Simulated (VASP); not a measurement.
Wanted: the native input for a VASP 6.6.1 run.

```yaml
Task: single point
Functional: PBE
Potentials_or_basis: VASP PAW PBE potentials, release 64 (Ti_sv, C)
Cutoff: 520 eV
k_mesh: 24 × 24 × 24
Occupations: gaussian, width 0.15 eV
Spin: no spin polarisation
Dipole_correction: no
Further_INCAR_settings: ALGO = Normal; EDIFF = 1e-07; NBANDS = 15
```

The structure of TiC lies in POSCAR:

```
TiC
1.0
    0.0000000000      2.1122999875      2.1122999875
    2.1122999875      0.0000000000      2.1122999875
    2.1122999875      2.1122999875      0.0000000000
Ti C
1 1
Direct
    0.0000000000      0.0000000000      0.0000000000
    0.5000000000      0.5000000000      0.5000000000
```

This cell differs from its parent crystal: strain -0.025 along x and y, -0.025 along z.

The input as run:

INCAR

```
PREC     = Accurate       # precision mode
ENCUT    = 520            # plane-wave cutoff, eV
EDIFF    = 1E-7           # SCF threshold, eV
ISMEAR   = 0              # smearing method
SIGMA    = 0.15           # smearing width, eV
LREAL    = F              # projectors in reciprocal space
LASPH    = T              # aspherical terms in the spheres
NELM     = 60             # most SCF steps
ALGO     = Normal         # electronic algorithm
ISIF     = 2              # what is computed and relaxed
LWAVE    = F              # write WAVECAR
LCHARG   = F              # write CHGCAR
GGA      = PE             # functional
NBANDS   = 15             # bands
```

KPOINTS

```
regular mesh
0
Gamma
  24 24 24
```

Potentials or basis: VASP PAW PBE potentials, release 64 (Ti_sv, C).

Run with:

```sh
$ cat potpaw_PBE.64/Ti_sv/POTCAR potpaw_PBE.64/C/POTCAR > POTCAR
$ mpirun -np 1 vasp_std > vasp.out
```

It gave:

```yaml
Pressure: 22.3 GPa
Band_gap_on_the_k_mesh: zero (band 8 reaches 11.03 eV, above the bottom of band 9 at 9.90 eV)
```

Caveat: the cell differs from its parent crystal (strain -0.025 along x and y, -0.025 along z).

Wall time 53 s on 1 thread of Intel(R) Xeon(R) Platinum 8488C (Sapphire Rapids) (shared host), peak memory 0.24 GiB.
